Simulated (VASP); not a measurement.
# AlGaN2 (P-4m2) in VASP: a series of runs

The runs below take AlGaN2 through single point, with r2SCAN.

Program: VASP 6.6.1. These are calculated values, not measurements. Logs are shortened: lines on timing, memory, paths and dates and some standing lists are left out, and cuts for length are marked.

### 1 The cell of the first run

The structure is tetragonal, space group P-4m2 (No. 115). The conventional cell has a = 3.094 Å, b = 3.094 Å, c = 4.557 Å, α = 90.00°, β = 90.00°, γ = 90.00°. Within 2.5 Å of Al (site symmetry -4m2) lie 4 N at 1.89 Å. Within 2.6 Å of Ga (site symmetry -4m2) lie 4 N at 1.95 Å. N (site symmetry 2mm) has 2 Al at 1.89 Å and 2 Ga at 1.95 Å within 2.5 Å.

### 2 Single point, r2SCAN (strain -0.015 along x and y, +0.030 along z)

The input, POSCAR:

```
AlGaN2
1.0
    3.0937638930      0.0000000000      0.0000000000
    0.0000000000      3.0937638930      0.0000000000
    0.0000000000      0.0000000000      4.5565530782
Al Ga N
1 1 2
Direct
    0.5000000000      0.5000000000      0.5000000000
    0.0000000000      0.0000000000      0.0000000000
    0.5000000000      0.0000000000      0.7382648100
    0.0000000000      0.5000000000      0.2617351900
```

The input, INCAR.step1:

```
  PREC = Accurate
  ENCUT = 520
  ISMEAR = 0
  SIGMA = 0.05
  LREAL = F
  LASPH = T
  NELM = 80
  NBANDS = 21
  GGA = PE
  ALGO = Normal
  EDIFF = 1E-4
  LWAVE = T
  LCHARG = F
```

The input, INCAR.step2:

```
  PREC = Accurate
  ENCUT = 520
  EDIFF = 1E-7
  ISMEAR = 0
  SIGMA = 0.05
  LREAL = F
  LASPH = T
  NELM = 80
  ALGO = Normal
  ISIF = 2
  LWAVE = F
  LCHARG = F
  METAGGA = R2SCAN
  LMIXTAU = T
  NBANDS = 21
  ISTART = 1
```

The input, KPOINTS:

```
Automatic mesh
0
Gamma
  8 8 6
```

Potentials or basis: VASP PAW PBE potentials, release 64 (Al, Ga_d, N).

On the command line:

```sh
cat potpaw_PBE.64/Al/POTCAR potpaw_PBE.64/Ga_d/POTCAR potpaw_PBE.64/N/POTCAR > POTCAR
cp INCAR.step1 INCAR
mpirun -np 1 vasp_std > vasp.out
cp INCAR.step2 INCAR
mpirun -np 1 vasp_std > vasp.out
```

OUTCAR:

```text
PREC = Accurate
   ENCUT = 520
   EDIFF = 1E-7
   ISMEAR = 0
   LREAL = F
   LASPH = T
   NELM = 80
   ISIF = 2
   METAGGA = R2SCAN
   ISTART = 1

 ion  position               nearest neighbor table
   1  0.500  0.500  0.500-   3 1.89   4 1.89   3 1.89   4 1.89
   2  0.000  0.000  0.000-   3 1.95   4 1.95   4 1.95   3 1.95
   3  0.500  0.000  0.738-   1 1.89   1 1.89   2 1.95   2 1.95
   4  0.000  0.500  0.262-   1 1.89   1 1.89   2 1.95   2 1.95

  LATTYP: Found a simple tetragonal cell.
 ALAT       =     3.0937638930
 C/A-ratio  =     1.4728186235

  Lattice vectors:

 A1 = (   3.0937638930,   0.0000000000,   0.0000000000)
 A2 = (   0.0000000000,   3.0937638930,   0.0000000000)
 A3 = (   0.0000000000,   0.0000000000,   4.5565530782)

Analysis of symmetry for initial positions (statically):
=====================================================================
 Subroutine PRICEL returns:
 Original cell was already a primitive cell.

 Routine SETGRP: Setting up the symmetry group for a
 simple tetragonal supercell.

 Subroutine GETGRP returns: Found  8 space group operations
 (whereof  8 operations were pure point group operations)
 out of a pool of 16 trial point group operations.

The static configuration has the point symmetry D_2d.

Analysis of symmetry for dynamics (positions and initial velocities):
=====================================================================
 Subroutine PRICEL returns:
 Original cell was already a primitive cell.

 Routine SETGRP: Setting up the symmetry group for a
 simple tetragonal supercell.

 Subroutine GETGRP returns: Found  8 space group operations
 (whereof  8 operations were pure point group operations)
 out of a pool of 16 trial point group operations.

The dynamic configuration has the point symmetry D_2d.

 Subroutine INISYM returns: Found  8 space group operations
 (whereof  8 operations are pure point group operations),
 and found     1 'primitive' translations

----------------------------------------------------------------------------------------

                                     Primitive cell

  volume of cell :      43.6125

  direct lattice vectors                    reciprocal lattice vectors
     3.093763893  0.000000000  0.000000000     0.323230872  0.000000000  0.000000000
     0.000000000  3.093763893  0.000000000     0.000000000  0.323230872  0.000000000
     0.000000000  0.000000000  4.556553078     0.000000000  0.000000000  0.219464139

  length of vectors
     3.093763893  3.093763893  4.556553078     0.323230872  0.323230872  0.219464139

  position of ions in fractional coordinates (direct lattice)
     0.500000000  0.500000000  0.500000000
     0.000000000  0.000000000  0.000000000
     0.500000000  0.000000000  0.738264810
     0.000000000  0.500000000  0.261735190

  ion indices of the primitive-cell ions
   primitive index   ion index
                 1           1
                 2           2
                 3           3
                 4           4

----------------------------------------------------------------------------------------

 KPOINTS: Automatic mesh

Automatic generation of k-mesh.
 Grid dimensions read from file:
 generate k-points for:    8    8    6

 Generating k-lattice:

  Cartesian coordinates                     Fractional coordinates (reciprocal lattice)
     0.040403859  0.000000000  0.000000000     0.125000000  0.000000000  0.000000000
     0.000000000  0.040403859  0.000000000     0.000000000  0.125000000  0.000000000
     0.000000000  0.000000000  0.036577357     0.000000000  0.000000000  0.166666667

  Length of vectors
     0.040403859  0.040403859  0.036577357

  Shift w.r.t. Gamma in fractional coordinates (k-lattice)
     0.000000000  0.000000000  0.000000000

 Subroutine IBZKPT returns following result:
 ===========================================

 Found     60 irreducible k-points:

 Following reciprocal coordinates:
            Coordinates               Weight
  0.000000  0.000000  0.000000      1.000000
  0.125000  0.000000  0.000000      4.000000
  0.250000  0.000000  0.000000      4.000000
  0.375000  0.000000  0.000000      4.000000
  0.500000  0.000000  0.000000      2.000000
  0.125000  0.125000  0.000000      4.000000
[... 16 lines left out ...]
  0.375000  0.125000  0.166667     16.000000
  0.500000  0.125000  0.166667      8.000000
 [... further k-points ...]
   k-points           NKPTS =     60   k-points in BZ     NKDIM =     60   number of bands    NBANDS=     21
   number of dos      NEDOS =    301   number of ions     NIONS =      4
   total plane-waves  NPLWV =  20736
   dimension x,y,z NGX =    24 NGY =   24 NGZ =   36
   dimension x,y,z NGXF=    48 NGYF=   48 NGZF=   72
   ions per type =               1   1   2
   NGX,Y,Z   is equivalent  to a cutoff of  12.90, 12.90, 13.13 a.u.
   NGXF,Y,Z  is equivalent  to a cutoff of  25.79, 25.79, 26.27 a.u.
 SYSTEM =  unknown system
[... 80 lines left out ...]
      2      -9.3300      2.00000
      3      -7.9552      2.00000
      4      -7.9377      2.00000
      5      -7.8468      2.00000
      6      -7.7477      2.00000
[... 13 lines left out ...]
     20      18.4870      0.00000
     21      21.1832      0.00000

 k-point     3 :       0.2500    0.0000    0.0000
  band No.  band energies     occupation
      1     -10.3938      2.00000
      2      -9.3425      2.00000
      3      -7.9498      2.00000
      4      -7.9306      2.00000
      5      -7.7762      2.00000
      6      -7.7672      2.00000
[... 13 lines left out ...]
     20      18.0136      0.00000
     21      20.0822      0.00000

 k-point     4 :       0.3750    0.0000    0.0000
  band No.  band energies     occupation
      1      -9.9418      2.00000
      2      -9.3996      2.00000
      3      -7.9233      2.00000
      4      -7.9053      2.00000
      5      -7.8046      2.00000
      6      -7.5848      2.00000
[... 13 lines left out ...]
     20      18.2829      0.00000
     21      19.0635      0.00000

 k-point     5 :       0.5000    0.0000    0.0000
  band No.  band energies     occupation
      1      -9.6610      2.00000
      2      -9.5025      2.00000
      3      -7.9202      2.00000
      4      -7.8810      2.00000
      5      -7.8164      2.00000
      6      -7.3368      2.00000
[... 13 lines left out ...]
     20      18.3831      0.00000
     21      18.5580      0.00000

 k-point     6 :       0.1250    0.1250    0.0000
  band No.  band energies     occupation
      1     -10.6286      2.00000
      2      -9.3259      2.00000
      3      -7.9615      2.00000
      4      -7.9329      2.00000
      5      -7.8243      2.00000
      6      -7.7587      2.00000
[... 13 lines left out ...]
     20      18.2893      0.00000
     21      19.8013      0.00000

 k-point     7 :       0.2500    0.1250    0.0000
  band No.  band energies     occupation
      1     -10.2774      2.00000
      2      -9.3293      2.00000
      3      -7.9570      2.00000
      4      -7.9072      2.00000
      5      -7.7991      2.00000
      6      -7.7339      2.00000
[... 13 lines left out ...]
     20      18.2738      0.00000
     21      19.0793      0.00000
[... 291 lines left out ...]
      1      -9.6688      2.00000
      2      -9.4841      2.00000
      3      -7.9212      2.00000
      4      -7.8689      2.00000
      5      -7.8163      2.00000
      6      -7.3367      2.00000
[... 13 lines left out ...]
     20      17.7704      0.00000
     21      18.2971      0.00000

 k-point    21 :       0.1250    0.1250    0.1667
  band No.  band energies     occupation
      1     -10.5299      2.00000
      2      -9.3731      2.00000
      3      -7.9665      2.00000
      4      -7.9235      2.00000
      5      -7.8240      2.00000
      6      -7.7586      2.00000
[... 13 lines left out ...]
     20      18.3091      0.00000
     21      19.9312      0.00000

 k-point    22 :       0.2500    0.1250    0.1667
  band No.  band energies     occupation
      1     -10.2025      2.00000
      2      -9.3611      2.00000
      3      -7.9586      2.00000
      4      -7.8922      2.00000
      5      -7.7986      2.00000
      6      -7.7291      2.00000
[... 13 lines left out ...]
     20      18.2888      0.00000
     21      19.1569      0.00000

 k-point    23 :       0.3750    0.1250    0.1667
  band No.  band energies     occupation
      1      -9.8217      2.00000
      2      -9.3843      2.00000
      3      -7.9374      2.00000
      4      -7.8540      2.00000
      5      -7.8251      2.00000
      6      -7.5163      2.00000
[... 13 lines left out ...]
     20      18.3422      0.00000
     21      18.9478      0.00000

 k-point    24 :       0.5000    0.1250    0.1667
  band No.  band energies     occupation
      1      -9.6130      2.00000
      2      -9.4402      2.00000
      3      -7.9295      2.00000
      4      -7.8393      2.00000
      5      -7.8355      2.00000
      6      -7.2643      2.00000
[... 13 lines left out ...]
     20      18.4784      0.00000
     21      18.7315      0.00000

 [... further k-points ...]
[... 5 lines left out ...]
  --------------------------------------------------------------------------------------
  -------------------------------------------------------------------------------------
  Total        0.6391251      0.6391251     -1.2304474      0.0000000      0.0000000      0.0000000
  in kB       23.4793277     23.4793277    -45.2025424      0.0000000      0.0000000      0.0000000
  external PRESSURE =       0.5853710 kB  Pullay stress =       0.0000000 kB

 VOLUME and BASIS-vectors are now :
 -----------------------------------------------------------------------------
  energy-cutoff  :      520.00
  volume of cell :       43.61
      direct lattice vectors                 reciprocal lattice vectors
     3.093763893  0.000000000  0.000000000     0.323230872  0.000000000  0.000000000
     0.000000000  3.093763893  0.000000000     0.000000000  0.323230872  0.000000000
     0.000000000  0.000000000  4.556553078     0.000000000  0.000000000  0.219464139

 POSITION                                       TOTAL-FORCE (eV/Angst)
 -----------------------------------------------------------------------------------
      1.54688      1.54688      2.27828        -0.000000     -0.000000      0.000000
      0.00000      0.00000      0.00000        -0.000000      0.000000      0.000000
      1.54688      0.00000      3.36394         0.000000     -0.000000      0.079490
      0.00000      1.54688      1.19261        -0.000000      0.000000     -0.079490
 -----------------------------------------------------------------------------------
    total drift:                                0.000000      0.000000      0.000000

  FREE ENERGIE OF THE ION-ELECTRON SYSTEM (eV)
  ---------------------------------------------------
  free  energy   TOTEN  =       -41.0484681131 eV

  energy  without entropy=      -41.0484681131  energy(sigma->0) =      -41.04846811
```

Wall time 6 min (1 thread of AMD EPYC 7R43 (Zen 3), shared host); peak memory 0.16 GiB.

What came out:

```yaml
Free_energy: -41.0485 eV
Pressure: 0.1 GPa
Largest_force: 0.079 eV/Å
Band_gap_on_the_k_mesh: 3.29 eV, direct
```

Forces in eV/Å, atoms in the order of the input:
```
Al   0.000  0.000  0.000
Ga   0.000  0.000  0.000
N    0.000  0.000  0.079
N    0.000  0.000 -0.079
```

Caveat: the cell differs from its parent crystal (strain -0.015 along x and y, +0.030 along z); the PAW data sets were made with another functional, which shifts forces and pressure a little.

### 3 Single point, r2SCAN (strain +0.015 along x and y, -0.030 along z)

The input, POSCAR:

```
AlGaN2
1.0
    3.1879902044      0.0000000000      0.0000000000
    0.0000000000      3.1879902044      0.0000000000
    0.0000000000      0.0000000000      4.2911228018
Al Ga N
1 1 2
Direct
    0.5000000000      0.5000000000      0.5000000000
    0.0000000000      0.0000000000      0.0000000000
    0.5000000000      0.0000000000      0.7382648100
    0.0000000000      0.5000000000      0.2617351900
```

The input, INCAR.step1:

```
SYSTEM = AlGaN2
ALGO = Normal ; EDIFF = 1E-4
ENCUT = 520 ; GGA = PE
ISMEAR = 0 ; LASPH = .True.
LCHARG = .False. ; LREAL = .False.
LWAVE = .True. ; NBANDS = 21
NELM = 100 ; PREC = Accurate
SIGMA = 0.05
```

The input, INCAR.step2:

```
SYSTEM = AlGaN2
ALGO = Normal ; EDIFF = 1E-6
ENCUT = 520 ; ISIF = 2
ISMEAR = 0 ; ISTART = 1
LASPH = .True. ; LCHARG = .False.
LMIXTAU = .True. ; LREAL = .False.
LWAVE = .False. ; METAGGA = R2SCAN
NBANDS = 21 ; NELM = 100
PREC = Accurate ; SIGMA = 0.05
```

The input, KPOINTS:

```
k-points
0
Gamma
  8 8 6
  0 0 0
```

Potentials or basis: VASP PAW PBE potentials, release 64 (Al, Ga_d, N).

On the command line:

```sh
cat potpaw_PBE.64/Al/POTCAR potpaw_PBE.64/Ga_d/POTCAR potpaw_PBE.64/N/POTCAR > POTCAR
cp INCAR.step1 INCAR
mpirun -np 1 vasp_std > vasp.out
cp INCAR.step2 INCAR
mpirun -np 1 vasp_std > vasp.out
```

Run time: 4.7 min. Hardware: 1 thread of AMD EPYC 7R43 (Zen 3), shared host; peak memory 0.16 GiB.

The run converged. Its results:

| Item | Value |
| --- | --- |
| Free energy | -41.0503 eV |
| Pressure | -0.2 GPa |
| Largest force | 0.076 eV/Å |
| Band gap on the k mesh | 3.41 eV, direct |

Forces on the atoms (eV/Å):
```
Al   0.000  0.000  0.000
Ga   0.000  0.000  0.000
N    0.000  0.000 -0.076
N    0.000  0.000  0.076
```

Stress tensor (GPa, compression positive):
```
-2.04  0.00  0.00
 0.00 -2.04  0.00
 0.00  0.00  3.56
```

Levels at points of the mesh, in eV from the valence-band top:
| k point | band 9 | band 10 | band 11 | band 12 | band 13 | band 14 | band 15 | band 16 | band 17 | band 18 |
| --- | --- | --- | --- | --- | --- | --- | --- | --- | --- | --- |
| (0.00, 0.00, 0.00) | -2.57 | -2.57 | -0.05 | 0.00 | 0.00 | 3.41 | 4.01 | 7.91 | 12.17 | 12.17 |
| (0.50, 0.00, 0.00) | -4.39 | -2.74 | -2.63 | -1.18 | -0.82 | 7.72 | 7.78 | 8.47 | 8.95 | 11.65 |
| (0.50, 0.50, 0.00) | -5.11 | -2.17 | -2.13 | -2.13 | -2.09 | 3.99 | 3.99 | 7.34 | 9.78 | 13.46 |
| (0.00, 0.00, 0.50) | -2.34 | -1.72 | -1.72 | -1.09 | -1.09 | 5.95 | 6.19 | 8.60 | 9.80 | 12.47 |
| (0.50, 0.00, 0.50) | -6.20 | -1.15 | -0.72 | -0.66 | -0.34 | 5.83 | 7.28 | 10.06 | 10.33 | 10.61 |
| (0.50, 0.50, 0.50) | -4.42 | -3.98 | -3.30 | -3.20 | -3.20 | 7.14 | 7.14 | 9.72 | 11.58 | 12.65 |

Caveat: the cell differs from its parent crystal (strain +0.015 along x and y, -0.030 along z); the PAW data sets were made with another functional, which shifts forces and pressure a little.

### 4 Single point, r2SCAN (strain +0.030 along x and y, -0.030 along z)

POSCAR, as its differences from that of step 3:

```diff
@@ -2,4 +2,4 @@
 1.0
-    3.1879902044      0.0000000000      0.0000000000
-    0.0000000000      3.1879902044      0.0000000000
+    3.2351033602      0.0000000000      0.0000000000
+    0.0000000000      3.2351033602      0.0000000000
     0.0000000000      0.0000000000      4.2911228018
```

The input, INCAR.step1:

```
PREC = Accurate
ENCUT = 910
ISMEAR = 0
SIGMA = 0.05
LREAL = F
LASPH = T
NELM = 120
NBANDS = 21
GGA = PE
ALGO = Normal
EDIFF = 1E-5
LWAVE = T
LCHARG = F
GGA_COMPAT = F
```

The input, INCAR.step2:

```
PREC = Accurate
ENCUT = 910
EDIFF = 1E-6
ISMEAR = 0
SIGMA = 0.05
LREAL = F
LASPH = T
NELM = 120
ALGO = Normal
ISIF = 2
LWAVE = F
LCHARG = T
METAGGA = R2SCAN
LMIXTAU = T
LELF = T
LVHAR = T
NBANDS = 21
ISTART = 1
GGA_COMPAT = F
```

The input, KPOINTS:

```
regular mesh
0
Gamma
  8 8 6
```

Potentials or basis: VASP PAW PBE potentials, release 64 (Al, Ga_d, N_h).

On the command line:

```sh
cat potpaw_PBE.64/Al/POTCAR potpaw_PBE.64/Ga_d/POTCAR potpaw_PBE.64/N_h/POTCAR > POTCAR
cp INCAR.step1 INCAR
mpirun -np 1 vasp_std > vasp.out
cp INCAR.step2 INCAR
mpirun -np 1 vasp_std > vasp.out
```

It took 4.1 min on 1 thread of Intel Xeon Platinum 8488C (Sapphire Rapids), shared host; peak memory 0.3 GiB.

The run converged. Its results:

- Free energy: -41.0042 eV
- Pressure: -6.0 GPa
- Largest force: 0.093 eV/Å
- Band gap on the k mesh: 3.18 eV, direct

Forces on the atoms (eV/Å):
```
Al   0.000  0.000  0.000
Ga   0.000  0.000  0.000
N    0.000  0.000 -0.093
N    0.000  0.000  0.093
```

Stress tensor (GPa, compression positive):
```
-8.46  0.00  0.00
 0.00 -8.46  0.00
 0.00  0.00 -1.06
```

Levels at points of the mesh, in eV from the valence-band top:
| k point | band 9 | band 10 | band 11 | band 12 | band 13 | band 14 | band 15 | band 16 | band 17 | band 18 |
| --- | --- | --- | --- | --- | --- | --- | --- | --- | --- | --- |
| (0.00, 0.00, 0.00) | -2.57 | -2.57 | -0.02 | -0.02 | 0.00 | 3.18 | 3.94 | 7.58 | 11.95 | 11.95 |
| (0.50, 0.00, 0.00) | -4.29 | -2.60 | -2.50 | -1.20 | -0.85 | 7.40 | 7.64 | 8.27 | 8.63 | 11.54 |
| (0.50, 0.50, 0.00) | -5.06 | -2.07 | -2.02 | -2.02 | -1.98 | 4.01 | 4.01 | 7.24 | 9.69 | 13.12 |
| (0.00, 0.00, 0.50) | -2.29 | -1.71 | -1.71 | -1.11 | -1.11 | 5.84 | 6.07 | 8.29 | 9.48 | 12.51 |
| (0.50, 0.00, 0.50) | -6.04 | -1.16 | -0.70 | -0.65 | -0.28 | 5.55 | 7.00 | 9.89 | 10.14 | 10.35 |
| (0.50, 0.50, 0.50) | -4.37 | -3.85 | -3.21 | -3.10 | -3.10 | 7.15 | 7.15 | 9.39 | 11.35 | 12.42 |

Caveat: the cell differs from its parent crystal (strain +0.030 along x and y, -0.030 along z); the cutoff is under 1.25 times the usual one of these potentials, so pressure, stress and relaxed cells hold a basis-set (Pulay) error; the PAW data sets were made with another functional, which shifts forces and pressure a little.

### 5 The runs side by side

```tsv
potentials or basis	cell	cutoff (eV)	second run	gap on the mesh (eV)	pressure (GPa)	largest force (eV/Å)
VASP PAW PBE potentials, release 64 (Al, Ga_d, N)	a = 3.094, b = 3.094, c = 4.557 Å, 4 atoms	520	-	3.29	0.1	0.08
VASP PAW PBE potentials, release 64 (Al, Ga_d, N)	a = 3.188, b = 3.188, c = 4.291 Å, 4 atoms	520	-	3.41	-0.2	0.08
VASP PAW PBE potentials, release 64 (Al, Ga_d, N_h)	a = 3.235, b = 3.235, c = 4.291 Å, 4 atoms	910	hard_potentials	3.18	-6.0	0.09
```

Alike in all rows: task single point; level r2SCAN; no spin polarisation; k mesh 8 × 8 × 6; smearing gaussian 0.05 eV.

Caveats: the PAW data sets were made with another functional, which shifts forces and pressure a little; the cutoff is under 1.25 times the usual one of these potentials, so pressure, stress and relaxed cells hold a basis-set (Pulay) error (some runs).

Total energies depend on the potentials used, so only differences within one code and one set of settings carry meaning.
